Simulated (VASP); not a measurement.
# Cd2Ru in VASP: single point with r2SCAN

Aim: the single point of Cd2Ru with r2SCAN.

Program: VASP 6.6.1. These are calculated values, not measurements. Logs are shortened: lines on timing, memory, paths and dates and some standing lists are left out, and cuts for length are marked.

### Step 1. The cell of the first run

The cell holds a disordered packing, 6 atoms: a = 5.020 Å, b = 5.851 Å, c = 4.651 Å, α = 89.47°, β = 105.98°, γ = 78.51°.

### Step 2. Single point, r2SCAN

POSCAR

```
Cd2Ru
1.0
    4.6161340000      0.9939030000     -1.7031210000
   -0.1085180000      5.8415070000     -0.3200390000
    0.2527600000      0.3014600000      4.6346050000
Cd Ru
4 2
Direct
    0.1900250000      0.8933180000      0.4667040000
    0.1430010000      0.6900660000      0.9641160000
    0.7514060000      0.6134550000      0.4665760000
    0.5157690000      0.2047610000      0.4181660000
    0.6375730000      0.4048140000      0.9418650000
    0.6117560000      0.9289130000      0.9700540000
```

INCAR.step1

```
ALGO = Normal ; EDIFF = 1E-4
ENCUT = 520 ; GGA = PE
ISMEAR = -1 ; LASPH = T
LCHARG = F ; LREAL = F
LWAVE = T ; NBANDS = 47
NELM = 80 ; PREC = Accurate
SIGMA = 0.1
```

INCAR.step2

```
ALGO = Normal ; EDIFF = 1E-6
ENCUT = 520 ; ISIF = 2
ISMEAR = -1 ; ISTART = 1
LASPH = T ; LCHARG = T
LELF = T ; LMIXTAU = T
LREAL = F ; LVHAR = T
LWAVE = F ; METAGGA = R2SCAN
NBANDS = 47 ; NELM = 80
PREC = Accurate ; SIGMA = 0.1
```

KPOINTS

```
Automatic mesh
0
Gamma
  4 3 4
  0 0 0.5
```

Potentials or basis: VASP PAW PBE potentials, release 64 (Cd, Ru_pv).

Command:

```console
$ cat potpaw_PBE.64/Cd/POTCAR potpaw_PBE.64/Ru_pv/POTCAR > POTCAR
$ cp INCAR.step1 INCAR
$ mpirun -np 1 vasp_std > vasp.out
$ cp INCAR.step2 INCAR
$ mpirun -np 1 vasp_std > vasp.out
```

OUTCAR:

```text
EDIFF = 1E-6
   ENCUT = 520
   ISIF = 2
   ISMEAR = -1
   ISTART = 1
   LASPH = T
   LREAL = F
   METAGGA = R2SCAN
   NELM = 80
   PREC = Accurate

 ion  position               nearest neighbor table
   1  0.190  0.893  0.467-   2 2.61   2 2.68   4 2.73   6 2.73   3 2.96   3 2.99   6 3.14   4 3.46
                             5 3.56   6 3.57
   2  0.143  0.690  0.964-   1 2.61   1 2.68   3 2.70   5 2.73   6 2.76   6 2.96   3 3.24   5 3.28
                             4 3.41   3 3.52
   3  0.751  0.613  0.467-   2 2.70   5 2.71   5 2.76   6 2.78   4 2.86   1 2.96   1 2.99   6 3.14
                             2 3.24   4 3.41   2 3.52
   4  0.516  0.205  0.418-   5 2.68   1 2.73   6 2.74   5 2.76   3 2.86   6 2.89   2 3.41   3 3.41
                             1 3.46
   5  0.638  0.405  0.942-   4 2.68   3 2.71   2 2.73   3 2.76   4 2.76   6 2.82   6 3.05   2 3.28
                             1 3.56
   6  0.612  0.929  0.970-   1 2.73   4 2.74   2 2.76   3 2.78   5 2.82   4 2.89   2 2.96   5 3.05
                             3 3.14   1 3.14   1 3.57

  LATTYP: Found a triclinic cell.
 ALAT       =     5.8290387310
 B/A-ratio  =     0.7979483417
 C/A-ratio  =     1.0038145354
 COS(alpha) =     0.0091967440
 COS(beta)  =     0.1788567225
 COS(gamma) =     0.5609023117

  Lattice vectors:

 A1 = (  -4.8688940000,  -1.2953630000,  -2.9314840000)
 A2 = (  -0.2527600000,  -0.3014600000,  -4.6346050000)
 A3 = (   0.1085180000,  -5.8415070000,   0.3200390000)

Analysis of symmetry for initial positions (statically):
=====================================================================
 Subroutine PRICEL returns:
 Original cell was already a primitive cell.

 Routine SETGRP: Setting up the symmetry group for a
 triclinic supercell.

 Subroutine GETGRP returns: Found  1 space group operations
 (whereof  1 operations were pure point group operations)
 out of a pool of  2 trial point group operations.

The static configuration has the point symmetry C_1 .

Analysis of symmetry for dynamics (positions and initial velocities):
=====================================================================
 Subroutine PRICEL returns:
 Original cell was already a primitive cell.

 Routine SETGRP: Setting up the symmetry group for a
 triclinic supercell.

 Subroutine GETGRP returns: Found  1 space group operations
 (whereof  1 operations were pure point group operations)
 out of a pool of  2 trial point group operations.

The dynamic configuration has the point symmetry C_1 .

 Subroutine INISYM returns: Found  1 space group operations
 (whereof  1 operations are pure point group operations),
 and found     1 'primitive' translations

----------------------------------------------------------------------------------------

                                     Primitive cell

  volume of cell :     128.4082

  direct lattice vectors                    reciprocal lattice vectors
     4.616134000  0.993903000 -1.703121000     0.211587464  0.003286746 -0.011753250
    -0.108518000  5.841507000 -0.320039000    -0.039871070  0.169961465 -0.008880751
     0.252760000  0.301460000  4.634605000     0.075000730  0.012944366  0.210835790

  length of vectors
     5.019677023  5.851273806  4.651271789     0.211939134  0.174801228  0.224152619

  position of ions in fractional coordinates (direct lattice)
     0.190025000  0.893318000  0.466704000
     0.143001000  0.690066000  0.964116000
     0.751406000  0.613455000  0.466576000
     0.515769000  0.204761000  0.418166000
     0.637573000  0.404814000  0.941865000
     0.611756000  0.928913000  0.970054000

  ion indices of the primitive-cell ions
   primitive index   ion index
                 1           1
                 2           2
                 3           3
                 4           4
                 5           5
                 6           6

----------------------------------------------------------------------------------------

 KPOINTS: Automatic mesh

Automatic generation of k-mesh.
 Grid dimensions read from file:
 generate k-points for:    4    3    4

 Generating k-lattice:

  Cartesian coordinates                     Fractional coordinates (reciprocal lattice)
     0.052896866  0.000821687 -0.002938312     0.250000000  0.000000000  0.000000000
    -0.013290357  0.056653822 -0.002960250     0.000000000  0.333333333  0.000000000
     0.018750182  0.003236091  0.052708948     0.000000000 -0.000000000  0.250000000

  Length of vectors
     0.052984784  0.058267076  0.056038155

  Shift w.r.t. Gamma in fractional coordinates (k-lattice)
     0.000000000  0.000000000  0.500000000

 Subroutine IBZKPT returns following result:
 ===========================================

 Found     24 irreducible k-points:

 Following reciprocal coordinates:
            Coordinates               Weight
 -0.000000  0.000000  0.125000      2.000000
  0.250000  0.000000  0.125000      2.000000
  0.500000  0.000000  0.125000      2.000000
 -0.250000  0.000000  0.125000      2.000000
  0.000000  0.333333  0.125000      2.000000
  0.250000  0.333333  0.125000      2.000000
[... 16 lines left out ...]
  0.500000 -0.333333  0.375000      2.000000
 -0.250000 -0.333333  0.375000      2.000000
   k-points           NKPTS =     24   k-points in BZ     NKDIM =     24   number of bands    NBANDS=     47
   number of dos      NEDOS =    301   number of ions     NIONS =      6
   total plane-waves  NPLWV =  69120
   dimension x,y,z NGX =    40 NGY =   48 NGZ =   36
   dimension x,y,z NGXF=    80 NGYF=   96 NGZF=   72
   ions per type =               4   2
   NGX,Y,Z   is equivalent  to a cutoff of  13.25, 13.64, 12.87 a.u.
   NGXF,Y,Z  is equivalent  to a cutoff of  26.50, 27.28, 25.73 a.u.
 SYSTEM =  unknown system
   PREC   = accura    normal or accurate (medium, high low for compatibility)
   ISTART =      1    job   : 0-new  1-cont  2-samecut
   ICHARG =      0    charge: 1-file 2-atom 10-const
   ISPIN  =      1    spin polarized calculation?
   LNONCOLLINEAR =      F non collinear calculations
   LSORBIT =      F    spin-orbit coupling
   LASPH  =      T    aspherical Exc in radial PAW
   ENCUT  =  520.0 eV  38.22 Ry    6.18 a.u.   9.33 10.88  8.65*2*pi/ulx,y,z
   NELM   =     80;   NELMIN=  2; NELMDL=  0     # of ELM steps
   EDIFF  = 0.1E-05   stopping-criterion for ELM
   LREAL  =      F    real-space projection
   EDIFFG = 0.1E-04   stopping-criterion for IOM
   NSW    =      0    number of steps for IOM
   IBRION =     -1    ionic relax: 0-MD 1-quasi-New 2-CG
   NFREE  =      0    steps in history (QN), initial steepest desc. (CG)
   ISIF   =      2    stress and relaxation
   ISYM   =      2    0-nonsym 1-usesym 2-fastsym
   POTIM  = 0.5000    time-step for ionic-motion
   TEBEG  =    0.0;   TEEND  =   0.0 temperature during run
   PSTRESS=    0.0 pullay stress
   NELECT =      76.0000    total number of electrons
   NUPDOWN=      -1.0000    fix difference up-down
   EMIN   =  10.00;   EMAX   =-10.00  energy-range for DOS
   EFERMI =   0.00;   METHOD = LEGACY
   ISMEAR =    -1;   SIGMA  =   0.10  broadening in eV -4-tet -1-fermi 0-gaus
   EFERMI_NEDOS =   21; number of points for ismear=-14 and -15
   IALGO  =     38    algorithm
   IMIX   =      4    mixing-type and parameters
     AMIX     =   0.40;   BMIX     =  1.00
     AMIX_MAG =   1.60;   BMIX_MAG =  1.00
  volume/ion in A,a.u.               =      21.40       144.42
  Fermi-wavevector in a.u.,A,eV,Ry     =   1.374512  2.597451 25.705254  1.889283
  Thomas-Fermi vector in A             =   2.499932
   LORBIT       =      0    0 simple, 1 ext, 2 COOP (PROOUT), +10 PAW based schemes
   METAGGA = R2SCAN    functional components
   LHFCALC =     F    Hartree Fock is set to
   AEXX    =    0.0000 exact exchange contribution
   IVDW    =     0    specifies the selected vdW correction
   LEPSILON=     F    determine dielectric tensor
   LRPA    =     F    only Hartree local field effects (RPA)
 non-spin polarized calculation
  energy-cutoff  :      520.00
  volume of cell :      128.41
 maximum number of plane-waves:      3474
 NGX is ok and might be reduce to    40
   NGX = 19   NGY = 21   NGZ = 17

 number of electron      75.9999988 magnetization

 Free energy of the ion-electron system (eV)
  ---------------------------------------------------
  ext. energy  EPLUGINS =         0.00000000
  ---------------------------------------------------
  free energy    TOTEN  =      -127.23594242 eV

  energy without entropy =     -127.06781724  energy(sigma->0) =     -127.15187983

 E-fermi :   3.5463     XC(G=0): -11.7381

 val. band max:        3.5421947535   @ k =   0.5000   0.0000   0.3750
 cond. band min:       3.5502208027   @ k =   0.2500  -0.0000   0.3750
 fundamental gap:      0.0080260492
 Fermi energy:         3.5462625924

 k-point     1 :      -0.0000    0.0000    0.1250
  band No.  band energies     occupation
      1     -39.8976      2.00000
      2     -39.7114      2.00000
      3     -39.6423      2.00000
      4     -39.5988      2.00000
      5     -39.5518      2.00000
      6     -39.4283      2.00000
[... 39 lines left out ...]
     46       9.1099      0.00000
     47       9.8926      0.00000

 k-point     2 :       0.2500    0.0000    0.1250
  band No.  band energies     occupation
      1     -39.8975      2.00000
      2     -39.7117      2.00000
      3     -39.6426      2.00000
      4     -39.5989      2.00000
      5     -39.5517      2.00000
      6     -39.4283      2.00000
[... 39 lines left out ...]
     46       9.6574      0.00000
     47      10.2327      0.00000

 k-point     3 :       0.5000    0.0000    0.1250
  band No.  band energies     occupation
      1     -39.8974      2.00000
      2     -39.7118      2.00000
      3     -39.6428      2.00000
      4     -39.5989      2.00000
      5     -39.5517      2.00000
      6     -39.4284      2.00000
[... 1039 lines left out ...]
     46      11.1755      0.00000
     47      11.8082      0.00000

 k-point    24 :      -0.2500   -0.3333    0.3750
  band No.  band energies     occupation
      1     -39.8475      2.00000
      2     -39.7112      2.00000
      3     -39.6771      2.00000
      4     -39.6145      2.00000
      5     -39.5535      2.00000
      6     -39.4288      2.00000
[... 39 lines left out ...]
     46       8.9070      0.00000
     47      10.7038      0.00000

------------------------ aborting loop because EDIFF is reached ----------------------------------------

  FORCE on cell =-STRESS in cart. coord.  units (eV):
  Direction    XX          YY          ZZ          XY          YZ          ZX
  --------------------------------------------------------------------------------------
  -------------------------------------------------------------------------------------
  Total       -1.6130205     -4.1078673      4.0530227      2.2903079      2.1730564      1.0530942
  in kB      -20.1260179    -51.2547800     50.5704717     28.5766848     27.1137116     13.1396926
  external PRESSURE =      -6.9367754 kB  Pullay stress =       0.0000000 kB

 VOLUME and BASIS-vectors are now :
 -----------------------------------------------------------------------------
  energy-cutoff  :      520.00
  volume of cell :      128.41
      direct lattice vectors                 reciprocal lattice vectors
     4.616134000  0.993903000 -1.703121000     0.211587464  0.003286746 -0.011753250
    -0.108518000  5.841507000 -0.320039000    -0.039871070  0.169961465 -0.008880751
     0.252760000  0.301460000  4.634605000     0.075000730  0.012944366  0.210835790

 POSITION                                       TOTAL-FORCE (eV/Angst)
 -----------------------------------------------------------------------------------
      0.89820      5.54788      1.55346        -0.764819      0.877744      0.145301
      0.82892      4.46380      4.00390         0.236553     -0.976232      0.229295
      3.51995      4.47098      0.68633        -0.249750      0.034548     -0.120046
      2.46433      1.83480      0.99409         0.221591      0.008483     -0.143676
      3.13726      3.28234      3.14975         0.109537     -0.506298      0.422074
      2.96833      6.32671      3.15663         0.446888      0.561756     -0.532948
 -----------------------------------------------------------------------------------
    total drift:                               -0.001290     -0.000590     -0.000747

  FREE ENERGIE OF THE ION-ELECTRON SYSTEM (eV)
  ---------------------------------------------------
  free  energy   TOTEN  =      -127.2359424231 eV

  energy  without entropy=     -127.0678172437  energy(sigma->0) =     -127.15187983
```

Run time: 14 min. Hardware: 1 thread of Intel Xeon Platinum 8175M at 2.50GHz (Skylake/Cascade Lake), shared host; peak memory 0.33 GiB.

Results:

| Property | Result |
| --- | --- |
| Free energy | -127.2359 eV |
| Pressure | -0.7 GPa |
| Largest force | 1.173 eV/Å |
| Band gap on the k mesh | zero (bands 38 and 39 overlap by 0.38 eV) |

Forces in eV/Å, atoms in the order of the input:
```
Cd  -0.765  0.878  0.145
Cd   0.237 -0.976  0.229
Cd  -0.250  0.035 -0.120
Cd   0.222  0.008 -0.144
Ru   0.110 -0.506  0.422
Ru   0.447  0.562 -0.533
```

Caveat: the k points lie up to 0.37 Å⁻¹ apart; the PAW data sets were made with another functional, which shifts forces and pressure a little.
